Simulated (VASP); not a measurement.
# C (R-3m) in VASP: electric field gradients with PBEsol

Aim: the electric field gradients of C with PBEsol.

Program: VASP 6.6.1. These are calculated values, not measurements. Logs are shortened: lines on timing, memory, paths and dates and some standing lists are left out, and cuts for length are marked.

### 1 The cell of the first run

It takes space group R-3m (No. 166, trigonal). The conventional cell has a = 2.456 Å, b = 2.456 Å, c = 10.041 Å, α = 90.00°, β = 90.00°, γ = 120.00°. Within 1.9 Å of C (site symmetry 3m) lie 3 C at 1.42 Å.

### 2 Electric field gradients, PBEsol

INCAR

```
ALGO     = Normal         # electronic algorithm
EDIFF    = 1E-8           # SCF threshold, eV
ENCUT    = 520            # plane-wave cutoff, eV
GGA      = PS             # functional
ISIF     = 2              # what is computed and relaxed
ISMEAR   = -1             # smearing method
LASPH    = T              # aspherical terms in the spheres
LCHARG   = F              # write CHGCAR
LEFG     = T            
LREAL    = F              # projectors in reciprocal space
LWAVE    = F              # write WAVECAR
NBANDS   = 11             # bands
NELM     = 60             # most SCF steps
PREC     = Accurate       # precision mode
SIGMA    = 0.03           # smearing width, eV
```

KPOINTS

```
k-points
0
Gamma
  17 17 17
```

POSCAR

```
C
1.0
    1.2280263465      0.7090013417      3.3470108394
   -1.2280263465      0.7090013417      3.3470108394
    0.0000000000     -1.4180026834      3.3470108394
C
2
Direct
    0.1640000000      0.1640000000      0.1640000000
    0.8360000000      0.8360000000      0.8360000000
```

Potentials or basis: VASP PAW PBE potentials, release 64 (C).

On the command line:

```bash
> cat potpaw_PBE.64/C/POTCAR > POTCAR
> mpirun -np 1 vasp_std > vasp.out
```

OUTCAR:

```text
EDIFF = 1E-8
   ENCUT = 520
   GGA = PS
   ISIF = 2
   ISMEAR = -1
   LASPH = T
   LREAL = F
   NELM = 60
   PREC = Accurate

 ion  position               nearest neighbor table
   1  0.164  0.164  0.164-   2 1.42   2 1.42   2 1.42
   2  0.836  0.836  0.836-   1 1.42   1 1.42   1 1.42

  LATTYP: Found a trigonal (rhomboedric) cell.
 ALAT       =     3.6349983727
 COS(alpha) =     0.7717362630

  Lattice vectors:

 A1 = (   1.2280263465,   0.7090013417,   3.3470108394)
 A2 = (  -1.2280263465,   0.7090013417,   3.3470108394)
 A3 = (   0.0000000000,  -1.4180026834,   3.3470108394)

Analysis of symmetry for initial positions (statically):
=====================================================================
 Subroutine PRICEL returns:
 Original cell was already a primitive cell.

 Routine SETGRP: Setting up the symmetry group for a
 trigonal (rhombohedral) supercell.

 Subroutine GETGRP returns: Found 12 space group operations
 (whereof 12 operations were pure point group operations)
 out of a pool of 12 trial point group operations.

The static configuration has the point symmetry D_3d.

Analysis of symmetry for dynamics (positions and initial velocities):
=====================================================================
 Subroutine PRICEL returns:
 Original cell was already a primitive cell.

 Routine SETGRP: Setting up the symmetry group for a
 trigonal (rhombohedral) supercell.

 Subroutine GETGRP returns: Found 12 space group operations
 (whereof 12 operations were pure point group operations)
 out of a pool of 12 trial point group operations.

The dynamic configuration has the point symmetry D_3d.

 Subroutine INISYM returns: Found 12 space group operations
 (whereof 12 operations are pure point group operations),
 and found     1 'primitive' translations

----------------------------------------------------------------------------------------

                                     Primitive cell

  volume of cell :      17.4849

  direct lattice vectors                    reciprocal lattice vectors
     1.228026347  0.709001342  3.347010839     0.407157388  0.235072428  0.099591352
    -1.228026347  0.709001342  3.347010839    -0.407157388  0.235072428  0.099591352
     0.000000000 -1.418002683  3.347010839     0.000000000 -0.470144855  0.099591352

  length of vectors
     3.634998373  3.634998373  3.634998373     0.480577384  0.480577384  0.480577384

  position of ions in fractional coordinates (direct lattice)
     0.164000000  0.164000000  0.164000000
     0.836000000  0.836000000  0.836000000

  ion indices of the primitive-cell ions
   primitive index   ion index
                 1           1
                 2           2

----------------------------------------------------------------------------------------

 KPOINTS: k-points

Automatic generation of k-mesh.
 Grid dimensions read from file:
 generate k-points for:   17   17   17

 Generating k-lattice:

  Cartesian coordinates                     Fractional coordinates (reciprocal lattice)
     0.023950435  0.013827790  0.005858315     0.058823529  0.000000000  0.000000000
    -0.023950435  0.013827790  0.005858315     0.000000000  0.058823529  0.000000000
     0.000000000 -0.027655580  0.005858315     0.000000000  0.000000000  0.058823529

  Length of vectors
     0.028269258  0.028269258  0.028269258

  Shift w.r.t. Gamma in fractional coordinates (k-lattice)
     0.000000000  0.000000000  0.000000000

 Subroutine IBZKPT returns following result:
 ===========================================

 Found    489 irreducible k-points:

 Following reciprocal coordinates:
            Coordinates               Weight
  0.000000  0.000000  0.000000      1.000000
  0.058824  0.000000  0.000000      6.000000
  0.117647  0.000000  0.000000      6.000000
  0.176471 -0.000000  0.000000      6.000000
  0.235294  0.000000  0.000000      6.000000
  0.294118 -0.000000  0.000000      6.000000
[... 16 lines left out ...]
 -0.176471  0.058824  0.000000     12.000000
 -0.117647  0.058824 -0.000000     12.000000
 [... further k-points ...]
   k-points           NKPTS =    489   k-points in BZ     NKDIM =    489   number of bands    NBANDS=     11
   number of dos      NEDOS =    301   number of ions     NIONS =      2
   total plane-waves  NPLWV =  21952
   dimension x,y,z NGX =    28 NGY =   28 NGZ =   28
   dimension x,y,z NGXF=    56 NGYF=   56 NGZF=   56
   ions per type =               2
   NGX,Y,Z   is equivalent  to a cutoff of  12.81, 12.81, 12.81 a.u.
   NGXF,Y,Z  is equivalent  to a cutoff of  25.61, 25.61, 25.61 a.u.
 SYSTEM =  unknown system
   PREC   = accura    normal or accurate (medium, high low for compatibility)
   ISTART =      0    job   : 0-new  1-cont  2-samecut
   ICHARG =      2    charge: 1-file 2-atom 10-const
   ISPIN  =      1    spin polarized calculation?
   LNONCOLLINEAR =      F non collinear calculations
   LSORBIT =      F    spin-orbit coupling
   LASPH  =      T    aspherical Exc in radial PAW
   ENCUT  =  520.0 eV  38.22 Ry    6.18 a.u.   6.76  6.76  6.76*2*pi/ulx,y,z
   NELM   =     60;   NELMIN=  2; NELMDL= -5     # of ELM steps
   EDIFF  = 0.1E-07   stopping-criterion for ELM
   LREAL  =      F    real-space projection
   EDIFFG = 0.1E-06   stopping-criterion for IOM
   NSW    =      0    number of steps for IOM
   IBRION =     -1    ionic relax: 0-MD 1-quasi-New 2-CG
   NFREE  =      0    steps in history (QN), initial steepest desc. (CG)
   ISIF   =      2    stress and relaxation
   ISYM   =      2    0-nonsym 1-usesym 2-fastsym
   POTIM  = 0.5000    time-step for ionic-motion
   TEBEG  =    0.0;   TEEND  =   0.0 temperature during run
   PSTRESS=    0.0 pullay stress
   NELECT =       8.0000    total number of electrons
   NUPDOWN=      -1.0000    fix difference up-down
   EMIN   =  10.00;   EMAX   =-10.00  energy-range for DOS
   EFERMI =   0.00;   METHOD = LEGACY
   ISMEAR =    -1;   SIGMA  =   0.03  broadening in eV -4-tet -1-fermi 0-gaus
   EFERMI_NEDOS =   21; number of points for ismear=-14 and -15
   IALGO  =     38    algorithm
   IMIX   =      4    mixing-type and parameters
     AMIX     =   0.40;   BMIX     =  1.00
     AMIX_MAG =   1.60;   BMIX_MAG =  1.00
  volume/ion in A,a.u.               =       8.74        59.00
  Fermi-wavevector in a.u.,A,eV,Ry     =   1.261490  2.383870 21.651724  1.591357
  Thomas-Fermi vector in A             =   2.394946
   LORBIT       =      0    0 simple, 1 ext, 2 COOP (PROOUT), +10 PAW based schemes
   GGA     = PS    functional components
   LHFCALC =     F    Hartree Fock is set to
   AEXX    =    0.0000 exact exchange contribution
   IVDW    =     0    specifies the selected vdW correction
   LEPSILON=     F    determine dielectric tensor
   LRPA    =     F    only Hartree local field effects (RPA)
 non-spin polarized calculation
  energy-cutoff  :      520.00
  volume of cell :       17.48
 maximum number of plane-waves:       484
   NGX = 13   NGY = 13   NGZ = 13

 number of electron       8.0000000 magnetization

 Free energy of the ion-electron system (eV)
  ---------------------------------------------------
  ext. energy  EPLUGINS =         0.00000000
  ---------------------------------------------------
  free energy    TOTEN  =       -19.26170800 eV

  energy without entropy =      -19.26170403  energy(sigma->0) =      -19.26170602

 E-fermi :   4.7359     XC(G=0): -10.5894

 val. band max:        4.5466350211   @ k =  -0.1765   0.4706   0.1176
 cond. band min:       4.9252689389   @ k =  -0.1765   0.4706   0.1176
 fundamental gap:      0.3786339178
 Fermi energy:         4.7358653806

 k-point     1 :       0.0000    0.0000    0.0000
  band No.  band energies     occupation
      1     -15.0148      2.00000
      2      -1.9251      2.00000
      3       1.7549      2.00000
      4       1.7549      2.00000
      5       8.6426      0.00000
      6      13.1007      0.00000
      7      13.1007      0.00000
      8      16.2368      0.00000
      9      17.6914      0.00000
     10      27.2536      0.00000
     11      30.3839      0.00000
[... 309 lines left out ...]
 k-point    24 :      -0.1176    0.0588   -0.0000
  band No.  band energies     occupation
      1     -14.4323      2.00000
      2      -1.2801      2.00000
      3      -0.1957      2.00000
      4       0.6163      2.00000
      5       9.3436      0.00000
      6      13.3853      0.00000
      7      14.3996      0.00000
      8      15.0625      0.00000
      9      18.8399      0.00000
     10      26.2436      0.00000
     11      28.8945      0.00000

 [... further k-points ...]

------------------------ aborting loop because EDIFF is reached ----------------------------------------

  FORCE on cell =-STRESS in cart. coord.  units (eV):
  Direction    XX          YY          ZZ          XY          YZ          ZX
  --------------------------------------------------------------------------------------
  -------------------------------------------------------------------------------------
  Total        0.2561490      0.2561490      0.0930417      0.0000000     -0.0000000      0.0000000
  in kB       23.4714613     23.4714613      8.5255992      0.0000000     -0.0000000      0.0000000
  external PRESSURE =      18.4895073 kB  Pullay stress =       0.0000000 kB

 VOLUME and BASIS-vectors are now :
 -----------------------------------------------------------------------------
  energy-cutoff  :      520.00
  volume of cell :       17.48
      direct lattice vectors                 reciprocal lattice vectors
     1.228026347  0.709001342  3.347010839     0.407157388  0.235072428  0.099591352
    -1.228026347  0.709001342  3.347010839    -0.407157388  0.235072428  0.099591352
     0.000000000 -1.418002683  3.347010839     0.000000000 -0.470144855  0.099591352

 POSITION                                       TOTAL-FORCE (eV/Angst)
 -----------------------------------------------------------------------------------
      0.00000      0.00000      1.64673         0.000000      0.000000      0.869824
      0.00000      0.00000      8.39430         0.000000     -0.000000     -0.869824
 -----------------------------------------------------------------------------------
    total drift:                                0.000000     -0.000000      0.000000

  FREE ENERGIE OF THE ION-ELECTRON SYSTEM (eV)
  ---------------------------------------------------
  free  energy   TOTEN  =       -19.2617079996 eV

  energy  without entropy=      -19.2617040326  energy(sigma->0) =      -19.26170602

 Electric field gradients (V/A^2)
---------------------------------------------------------------------
 ion       V_xx      V_yy      V_zz      V_xy      V_xz      V_yz
---------------------------------------------------------------------
   1     -16.040   -16.040    32.080    -0.000     0.000    -0.000
   2     -16.040   -16.040    32.080    -0.000     0.000    -0.000
---------------------------------------------------------------------

 Electric field gradients after diagonalization (V/A^2)
 (convention: |V_zz| > |V_xx| > |V_yy|)
----------------------------------------------------------------------
 ion       V_xx      V_yy      V_zz     asymmetry (V_yy - V_xx)/ V_zz
----------------------------------------------------------------------
   1     -16.040   -16.040    32.080       0.000
   2     -16.040   -16.040    32.080       0.000
----------------------------------------------------------------------

           NMR quadrupolar parameters

 Cq : quadrupolar parameter    Cq=e*Q*V_zz/h
 eta: asymmetry parameters     (V_yy - V_xx)/ V_zz
 Q  : nuclear electric quadrupole moment in mb (millibarn)
----------------------------------------------------------------------
 ion       Cq(MHz)       eta       Q (mb)
----------------------------------------------------------------------
   1       0.078       0.000       1.000
   2       0.078       0.000       1.000
----------------------------------------------------------------------
```

Run time: 1.8 min. Hardware: 1 thread of Intel Xeon Platinum 8488C (Sapphire Rapids), shared host; peak memory 0.2 GiB.

What came out:

```yaml
Free_energy: -19.2617 eV
Pressure: 1.8 GPa
Largest_force: 0.870 eV/Å
Band_gap_on_the_k_mesh: 0.38 eV, direct
```

Forces in eV/Å, atoms in the order of the input:
```
C    0.000  0.000  0.870
C    0.000  0.000 -0.870
```

Levels at points of the mesh, in eV from the valence-band top:
```tsv
k point	band 1	band 2	band 3	band 4	band 5	band 6	band 7	band 8
(0.00, 0.00, 0.00)	-19.56	-6.47	-2.79	-2.79	4.10	8.55	8.55	11.69
```

Electric field gradients, principal values (V/Å²):
```
atom    least   middle  greatest (by size)
 1 C  -16.040  -16.040              32.080
 2 C  -16.040  -16.040              32.080
```

Caveat: without QUAD_EFG the Cq values of the log hold for a quadrupole moment of 1 mb, not for the nuclei; the PAW data sets were made with another functional, which shifts forces and pressure a little.
